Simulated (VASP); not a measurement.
# In3B2As (R-3m) in VASP: notebook, part 4 of 4

VASP 6.6.1. The steps go on from the part before.

## (6) Single point, PBE

This run uses another cell than the first one, of 37.12 Å³/atom.

INCAR

```
PREC     = Accurate       # precision mode
ENCUT    = 520            # plane-wave cutoff, eV
EDIFF    = 1E-6           # SCF threshold, eV
ISMEAR   = 0              # smearing method
SIGMA    = 0.1            # smearing width, eV
LREAL    = F              # projectors in reciprocal space
LASPH    = T              # aspherical terms in the spheres
NELM     = 80             # most SCF steps
ALGO     = Normal         # electronic algorithm
ISIF     = 2              # what is computed and relaxed
LWAVE    = F              # write WAVECAR
LCHARG   = F              # write CHGCAR
GGA      = PE             # functional
NBANDS   = 34             # bands
```

KPOINTS

```
Automatic mesh
0
Gamma
  6 6 6
```

POSCAR

```
In3B2As
1.0
    3.8030875177      2.1957136021      4.4448239537
   -3.8030875177      2.1957136021      4.4448239537
    0.0000000000     -4.3914272042      4.4448239537
In B As
3 2 1
Direct
    0.5000000000      0.5000000000      0.0000000000
    0.0000000000      0.5000000000      0.5000000000
    0.5000000000      0.0000000000      0.5000000000
    0.3291069357      0.3291069357      0.3291069357
    0.6708930643      0.6708930643      0.6708930643
    0.5000000000      0.5000000000      0.5000000000
```

Potentials or basis: VASP PAW PBE potentials, release 64 (In_d, B, As).

The run is started by

```
cat potpaw_PBE.64/In_d/POTCAR potpaw_PBE.64/B/POTCAR potpaw_PBE.64/As/POTCAR > POTCAR
mpirun -np 1 vasp_std > vasp.out
```

OUTCAR:

```text
PREC = Accurate
   ENCUT = 520
   EDIFF = 1E-6
   ISMEAR = 0
   LREAL = F
   LASPH = T
   NELM = 80
   ISIF = 2
   GGA = PE

 ion  position               nearest neighbor table
   1  0.500  0.500  0.000-   4 2.20   5 2.20   6 3.12   6 3.12   3 3.80   2 3.80   3 3.80   2 3.80

   2  0.000  0.500  0.500-   4 2.20   5 2.20   6 3.12   6 3.12   3 3.80   3 3.80   1 3.80   1 3.80

   3  0.500  0.000  0.500-   4 2.20   5 2.20   6 3.12   6 3.12   2 3.80   2 3.80   1 3.80   1 3.80

   4  0.329  0.329  0.329-   2 2.20   3 2.20   1 2.20   6 2.28
   5  0.671  0.671  0.671-   2 2.20   3 2.20   1 2.20   6 2.28
   6  0.500  0.500  0.500-   4 2.28   5 2.28   2 3.12   3 3.12   3 3.12   2 3.12   1 3.12   1 3.12

  LATTYP: Found a trigonal (rhomboedric) cell.
 ALAT       =     6.2482871948
 COS(alpha) =     0.2590640474

  Lattice vectors:

 A1 = (   3.8030875177,   2.1957136021,   4.4448239537)
 A2 = (  -3.8030875177,   2.1957136021,   4.4448239537)
 A3 = (   0.0000000000,  -4.3914272042,   4.4448239537)

Analysis of symmetry for initial positions (statically):
=====================================================================
 Subroutine PRICEL returns:
 Original cell was already a primitive cell.

 Routine SETGRP: Setting up the symmetry group for a
 trigonal (rhombohedral) supercell.

 Subroutine GETGRP returns: Found 12 space group operations
 (whereof 12 operations were pure point group operations)
 out of a pool of 12 trial point group operations.

The static configuration has the point symmetry D_3d.

Analysis of symmetry for dynamics (positions and initial velocities):
=====================================================================
 Subroutine PRICEL returns:
 Original cell was already a primitive cell.

 Routine SETGRP: Setting up the symmetry group for a
 trigonal (rhombohedral) supercell.

 Subroutine GETGRP returns: Found 12 space group operations
[... 127 lines left out ...]
   EFERMI_NEDOS =   21; number of points for ismear=-14 and -15
   IALGO  =     38    algorithm
   IMIX   =      4    mixing-type and parameters
     AMIX     =   0.40;   BMIX     =  1.00
     AMIX_MAG =   1.60;   BMIX_MAG =  1.00
  volume/ion in A,a.u.               =      37.12       250.47
  Fermi-wavevector in a.u.,A,eV,Ry     =   0.995006  1.880288 13.470261  0.990036
  Thomas-Fermi vector in A             =   2.126996
   LORBIT       =      0    0 simple, 1 ext, 2 COOP (PROOUT), +10 PAW based schemes
   GGA     = PE    functional components
   LHFCALC =     F    Hartree Fock is set to
   AEXX    =    0.0000 exact exchange contribution
   IVDW    =     0    specifies the selected vdW correction
   LEPSILON=     F    determine dielectric tensor
   LRPA    =     F    only Hartree local field effects (RPA)
 non-spin polarized calculation
 Gauss-broadening in eV      SIGMA  =   0.10
  energy-cutoff  :      520.00
  volume of cell :      222.70
 maximum number of plane-waves:      6047
 NGX is ok and might be reduce to    48
   NGX = 23   NGY = 23   NGZ = 23

 number of electron      50.0000007 magnetization

 Free energy of the ion-electron system (eV)
  ---------------------------------------------------
  ext. energy  EPLUGINS =         0.00000000
  ---------------------------------------------------
  free energy    TOTEN  =       -20.04298974 eV

  energy without entropy =      -20.03204485  energy(sigma->0) =      -20.03751729

 E-fermi :   2.1928     XC(G=0):  -6.8293

 val. band max:        2.1009501974   @ k =   0.0000   0.0000   0.0000
 cond. band min:       2.2078368157   @ k =   0.5000   0.5000   0.1667
 fundamental gap:      0.1068866183
 Fermi energy:         2.1928155844

 k-point     1 :       0.0000    0.0000    0.0000
  band No.  band energies     occupation
      1     -13.4216      2.00000
      2     -13.1547      2.00000
      3     -13.1547      2.00000
      4     -13.0483      2.00000
      5     -13.0467      2.00000
      6     -13.0467      2.00000
[... 877 lines left out ...]
     33       5.7738      0.00000
     34       6.0042      0.00000

 [... further k-points ...]
[... 5 lines left out ...]
  --------------------------------------------------------------------------------------
  -------------------------------------------------------------------------------------
  Total       -0.0474238     -0.0474238     -0.0091848      0.0000000     -0.0000000      0.0000000
  in kB       -0.3411845     -0.3411845     -0.0660789      0.0000000     -0.0000000      0.0000000
  external PRESSURE =      -0.2494827 kB  Pullay stress =       0.0000000 kB

 VOLUME and BASIS-vectors are now :
 -----------------------------------------------------------------------------
  energy-cutoff  :      520.00
  volume of cell :      222.70
      direct lattice vectors                 reciprocal lattice vectors
     3.803087518  2.195713602  4.444823954     0.131472126  0.075905467  0.074993596
    -3.803087518  2.195713602  4.444823954    -0.131472126  0.075905467  0.074993596
     0.000000000 -4.391427204  4.444823954     0.000000000 -0.151810934  0.074993596

 POSITION                                       TOTAL-FORCE (eV/Angst)
 -----------------------------------------------------------------------------------
      0.00000      2.19571      4.44482        -0.000000     -0.000000     -0.000000
     -1.90154     -1.09786      4.44482         0.000000     -0.000000     -0.000000
      1.90154     -1.09786      4.44482        -0.000000     -0.000000     -0.000000
      0.00000      0.00000      4.38847         0.000000     -0.000000     -0.002978
      0.00000      0.00000      8.94600         0.000000      0.000000      0.002978
      0.00000      0.00000      6.66724         0.000000     -0.000000     -0.000000
 -----------------------------------------------------------------------------------
    total drift:                                0.000000      0.000000     -0.000000

  FREE ENERGIE OF THE ION-ELECTRON SYSTEM (eV)
  ---------------------------------------------------
  free  energy   TOTEN  =       -20.0429897407 eV

  energy  without entropy=      -20.0320448456  energy(sigma->0) =      -20.03751729
```

OSZICAR:

```text
N       E                     dE             d eps       ncg     rms          rms(c)
DAV:   1     0.435383439075E+03    0.43538E+03   -0.22157E+04  2176   0.148E+03
DAV:   2     0.287911275822E+02   -0.40659E+03   -0.39309E+03  2240   0.374E+02
DAV:   3    -0.207969560533E+02   -0.49588E+02   -0.48391E+02  2734   0.156E+02
DAV:   4    -0.235677368215E+02   -0.27708E+01   -0.27404E+01  2552   0.386E+01
DAV:   5    -0.236834061608E+02   -0.11567E+00   -0.11544E+00  3108   0.737E+00    0.105E+01
DAV:   6    -0.201314292981E+02    0.35520E+01   -0.82250E+00  3172   0.206E+01    0.497E+00
DAV:   7    -0.200537298316E+02    0.77699E-01   -0.23281E+00  2560   0.592E+00    0.184E+00
DAV:   8    -0.200391527972E+02    0.14577E-01   -0.18564E-01  2910   0.327E+00    0.123E+00
DAV:   9    -0.200339677017E+02    0.51851E-02   -0.26849E-02  2736   0.859E-01    0.812E-01
DAV:  10    -0.200382982762E+02   -0.43306E-02   -0.12216E-02  2814   0.607E-01    0.293E-01
DAV:  11    -0.200412691428E+02   -0.29709E-02   -0.48923E-03  2796   0.492E-01    0.772E-02
DAV:  12    -0.200427550335E+02   -0.14859E-02   -0.17682E-03  2684   0.176E-01    0.104E-01
DAV:  13    -0.200428910002E+02   -0.13597E-03   -0.25606E-04  3144   0.830E-02    0.233E-02
DAV:  14    -0.200429726374E+02   -0.81637E-04   -0.12771E-04  2572   0.527E-02    0.751E-03
DAV:  15    -0.200429840859E+02   -0.11449E-04   -0.15482E-05  2596   0.171E-02    0.988E-03
DAV:  16    -0.200429889255E+02   -0.48396E-05   -0.53503E-06  1768   0.951E-03    0.145E-03
DAV:  17    -0.200429897407E+02   -0.81519E-06   -0.92084E-07  1898   0.486E-03
   1 F= -.20042990E+02 E0= -.20037517E+02  d E =-.109449E-01
```

Run time: 3.5 min. Hardware: 1 thread of Intel Xeon Platinum 8259CL at 2.50GHz (Skylake/Cascade Lake), shared host; peak memory 0.46 GiB.

What came out:

```
Free energy            : -20.0430 eV
Pressure               : 0.0 GPa
Band gap on the k mesh : zero (bands 25 and 26 overlap by 0.14 eV)
```

Forces on the atoms (eV/Å):
```
In   0.000  0.000  0.000
In   0.000  0.000  0.000
In   0.000  0.000  0.000
B    0.000  0.000 -0.003
B    0.000  0.000  0.003
As   0.000  0.000  0.000
```

Caveat: semilocal functionals underestimate gaps, so a narrow gap can read as zero; spin-orbit coupling is left out, which moves the levels of the heavy elements.

## (7) Relaxation of cell and atoms, PBE

This run uses another cell than the first one, of 35.37 Å³/atom.

INCAR

```
ALGO = Normal ; EDIFF = 1E-7
EDIFFG = -0.01 ; ENCUT = 600
GGA = PE ; IBRION = 2
ISIF = 3 ; ISMEAR = 0
LASPH = T ; LCHARG = F
LREAL = F ; LWAVE = F
NELM = 80 ; NSW = 100
PREC = Accurate ; SIGMA = 0.02
```

KPOINTS

```
k-points
0
Gamma
  6 6 6
```

POSCAR

```
In3B2As
1.0
    3.7556474798      2.1683240834      4.3428570489
   -3.7556474798      2.1683240834      4.3428570489
    0.0000000000     -4.3366481669      4.3428570489
In B As
3 2 1
Direct
    0.5000000000      0.5000000000      0.0000000000
    0.0000000000      0.5000000000      0.5000000000
    0.5000000000      0.0000000000      0.5000000000
    0.3112975439      0.3112975439      0.3112975439
    0.6887024561      0.6887024561      0.6887024561
    0.5000000000      0.5000000000      0.5000000000
```

The run is started by

```
cat potpaw_PBE.64/In_d/POTCAR potpaw_PBE.64/B/POTCAR potpaw_PBE.64/As/POTCAR > POTCAR
mpirun -np 1 vasp_std > vasp.out
```

Wall time 33 min (1 thread of Intel Xeon Platinum 8259CL at 2.50GHz (Skylake/Cascade Lake), shared host); peak memory 0.53 GiB.

Results (log left out):

| Item | Value |
| --- | --- |
| Free energy | -20.0360 eV |
| Relaxed volume | 36.83 Å³/atom |
| Relaxed cell | a = 6.228 Å, b = 6.228 Å, c = 6.228 Å, α = 75.16°, β = 75.16°, γ = 75.16° |
| Space group after relaxing (to 0.1 Å) | R-3m (No. 166) |
| Energy gained by relaxing | 2.6 meV/atom |
| Ionic steps | 13 |
| Pressure after relaxing | 0.0 GPa |
| Largest force after relaxing | 0.008 eV/Å |
| Band gap on the k mesh | zero (bands 25 and 26 overlap by 0.13 eV) |

Forces in eV/Å, atoms in the order of the input:
```
In   0.000  0.000  0.000
In   0.000  0.000  0.000
In   0.000  0.000  0.000
B    0.000  0.000  0.008
B    0.000  0.000 -0.008
As   0.000  0.000  0.000
```

Step by step:
| step | energy change (eV) | largest force (eV/Å) | pressure (GPa) | volume (Å³) |
| --- | --- | --- | --- | --- |
| 1 | 0.0000 | 0.0348 | 0.19 | 212.20 |
| 2 | -0.0012 | 0.0549 | 0.01 | 213.46 |
| 3 | -0.0013 | 0.0651 | -0.07 | 214.11 |
| 4 | -0.0023 | 0.0618 | -0.06 | 214.45 |
| 5 | -0.0034 | 0.0545 | -0.01 | 215.19 |
| 6 | -0.0034 | 0.0532 | 0.00 | 215.32 |
| 7 | -0.0041 | 0.0499 | 0.01 | 215.47 |
| 8 | -0.0059 | 0.0405 | 0.03 | 215.94 |
| 9 | -0.0086 | 0.0235 | 0.08 | 216.86 |
| 10 | -0.0132 | 0.0151 | 0.13 | 218.73 |
| 11 | -0.0065 | 0.1169 | 0.28 | 222.48 |
| 12 | -0.0146 | 0.0031 | 0.16 | 219.57 |
| 13 | -0.0154 | 0.0085 | -0.01 | 220.96 |

Final structure:
```
CELL_PARAMETERS angstrom
3.79807 2.19282 4.42182
-3.79807 2.19282 4.42182
0.00000 -4.38564 4.42182
ATOMIC_POSITIONS crystal
In 0.50000 0.50000 0.00000
In 0.00000 0.50000 0.50000
In 0.50000 0.00000 0.50000
B 0.32610 0.32610 0.32610
B 0.67390 0.67390 0.67390
As 0.50000 0.50000 0.50000
```

Levels at points of the mesh, in eV from the Fermi level:
```csv
k point,band 22,band 23,band 24,band 25,band 26,band 27,band 28,band 29
"(0.00, 0.00, 0.00)",-3.74,-3.27,-1.15,-1.15,-0.11,1.46,1.61,1.61
"(0.50, 0.00, 0.00)",-3.39,-3.00,-1.20,-0.41,0.52,0.71,0.79,1.33
"(0.50, 0.50, 0.00)",-2.61,-2.37,-0.94,-0.21,0.03,0.42,1.10,1.94
"(0.50, 0.50, 0.50)",-2.97,-2.51,-0.20,0.01,0.01,0.87,0.97,0.97
```

Caveat: semilocal functionals underestimate gaps, so a narrow gap can read as zero; spin-orbit coupling is left out, which moves the levels of the heavy elements.

## (8) The runs side by side

```csv
task,cell,k mesh,cutoff (eV),smearing,gap on the mesh (eV),pressure (GPa),relaxed volume (Å³/atom),largest force (eV/Å)
single point,"a = 5.282 Å, angles 75.7°, 6 atoms, atomic positions A",3 × 3 × 3,520,gaussian 0.1 eV,0.04,45.2,-,3.66
single point,"a = 6.137 Å, angles 75.5°, 6 atoms, atomic positions B",3 × 3 × 3,520,gaussian 0.1 eV,0.62,0.0,-,-
relaxation of cell and atoms,"relaxed from a = 5.282 Å, angles 75.7°, 6 atoms, atomic positions A",3 × 3 × 3,600,gaussian 0.1 eV,0.63,0.1,35.22,0.01
single point,"a = 6.248 Å, angles 75.0°, 6 atoms, atomic positions C",6 × 6 × 6,520,gaussian 0.02 eV,none,0.0,-,0.01
single point,"a = 6.248 Å, angles 75.0°, 6 atoms, atomic positions C",6 × 6 × 6,520,gaussian 0.1 eV,none,0.0,-,-
relaxation of cell and atoms,"relaxed from a = 6.137 Å, angles 75.5°, 6 atoms, atomic positions B",6 × 6 × 6,600,gaussian 0.02 eV,none,0.0,36.83,0.01
```

Alike in all rows: level PBE; potentials or basis VASP PAW PBE potentials, release 64 (In_d, B, As); no spin polarisation.

Caveats: spin-orbit coupling is left out, which moves the levels of the heavy elements; an odd mesh through Γ misses points on the zone boundary, where band edges can lie (at least some runs); semilocal functionals underestimate gaps, so a narrow gap can read as zero (at least some runs); the cell stands under pressure (at least some runs); forces of over 1 eV/Å act on the atoms, so gaps and moduli don't describe the material at rest (at least some runs); the volume moved by over 15 % at a fixed basis, so the end points are rough (at least some runs).

Absolute energies hang on the potentials; compare differences alone.
